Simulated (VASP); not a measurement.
TaSi5B2:

```
Ta Si B
1.0
     4.52267    0.00000    0.00000
    -2.26134    3.91675    0.00000
     0.00000    0.00000    7.40323
Ta Si B
1 5 2
Cartesian
  2.2613 1.3056 0.0000
  0.0000 2.6112 5.7084
  0.0000 2.6112 1.6948
  0.0000 0.0000 3.7016
  0.0000 0.0000 5.6462
  0.0000 0.0000 1.7571
  2.2613 1.3056 3.7016
  0.0000 0.0000 0.0000
```

The cell was built from a structure type or drawn by symmetry, and may not be a known phase.

```yaml
Program: VASP 6.6.1
Task: relaxation of cell and atoms
Functional: PBE
Potentials_or_basis: VASP PAW PBE potentials, release 64 (Ta_pv, Si, B)
Cutoff: 500 eV
k_mesh: 4 × 4 × 2
Occupations: gaussian, width 0.2 eV
Spin: no spin polarisation
```

At the start: pressure 3.4 GPa; volume 16.39 Å³/atom.

Task: How do energy, volume and symmetry change on relaxing?

Result: Over 29 steps the energy falls by 902.3 meV/atom and the volume is 14.66 Å³/atom (-10.6 %); space group P-6m2 (No. 187, to 0.1 Å) before and after.

The path:
| step | energy change (eV) | largest force (eV/Å) | pressure (GPa) | volume (Å³) |
| --- | --- | --- | --- | --- |
| 1 | 0.0000 | 4.2160 | 3.41 | 131.14 |
| 2 | -4.5476 | 1.4979 | -7.92 | 134.83 |
| 3 | -4.9854 | 1.4637 | -6.69 | 134.89 |
| 4 | -5.3884 | 0.8622 | -1.64 | 133.91 |
| 5 | -5.4338 | 1.2407 | 1.79 | 132.93 |
| 6 | -5.4247 | 1.3181 | 2.69 | 132.69 |
| 7 | -5.5999 | 1.1122 | -3.35 | 139.62 |
| 8 | -5.6022 | 1.0883 | -3.94 | 140.42 |
| 9 | -5.7387 | 1.1426 | -4.10 | 140.38 |
| 10 | -6.1496 | 1.0325 | -4.68 | 140.19 |
| 11 | -6.5783 | 0.6868 | -6.77 | 139.57 |
| 12 | -6.8587 | 0.1537 | -0.92 | 129.85 |
| 13 | -6.8626 | 0.0788 | -0.04 | 128.66 |
| 14 | -6.9236 | 0.2957 | -0.04 | 127.96 |
| 15 | -6.9447 | 0.6937 | 0.08 | 127.26 |
| 16 | -6.9812 | 0.5194 | -0.41 | 127.09 |
| 17 | -7.0447 | 0.3327 | -1.80 | 126.50 |
| 18 | -7.0221 | 0.5652 | -4.38 | 125.01 |
| 19 | -7.0566 | 0.3744 | -2.59 | 126.09 |
| 20 | -7.0832 | 0.4286 | -1.73 | 124.51 |
| 21 | -7.1169 | 0.5613 | 0.70 | 120.53 |
| 22 | -7.1175 | 0.5811 | 1.09 | 119.93 |
| 23 | -7.1429 | 0.5246 | 1.08 | 119.03 |
| 24 | -7.1770 | 0.3810 | 1.28 | 116.27 |
| 25 | -7.1987 | 0.2131 | -0.32 | 117.57 |
| 26 | -7.2016 | 0.1932 | -1.14 | 118.27 |
| 27 | -7.2149 | 0.1349 | -0.22 | 117.46 |
| 28 | -7.2168 | 0.1164 | 0.30 | 117.02 |
| 29 | -7.2184 | 0.0279 | 0.00 | 117.29 |

Final structure:
```cif
data_structure
_symmetry_space_group_name_H-M 'P 1'
_symmetry_Int_Tables_number 1
_cell_length_a 3.7349
_cell_length_b 3.7349
_cell_length_c 9.7089
_cell_angle_alpha 90.000
_cell_angle_beta 90.000
_cell_angle_gamma 120.000
_cell_volume 117.29
loop_
_atom_site_label
_atom_site_type_symbol
_atom_site_fract_x
_atom_site_fract_y
_atom_site_fract_z
_atom_site_occupancy
Ta1 Ta 0.66667 0.33333 0.00000 1
Si1 Si 0.33333 0.66667 0.68996 1
Si2 Si 0.33333 0.66667 0.31004 1
Si3 Si 0.00000 0.00000 0.50000 1
Si4 Si 0.00000 0.00000 0.79954 1
Si5 Si 0.00000 0.00000 0.20046 1
B1 B 0.66667 0.33333 0.50000 1
B2 B 0.00000 0.00000 0.00000 1
```

Caveat: the k points lie up to 0.49 Å⁻¹ apart in the final cell, too coarse for converged energies and pressures of a metal; a cell axis changed by over 15 % at a fixed basis, so the end point is rough.
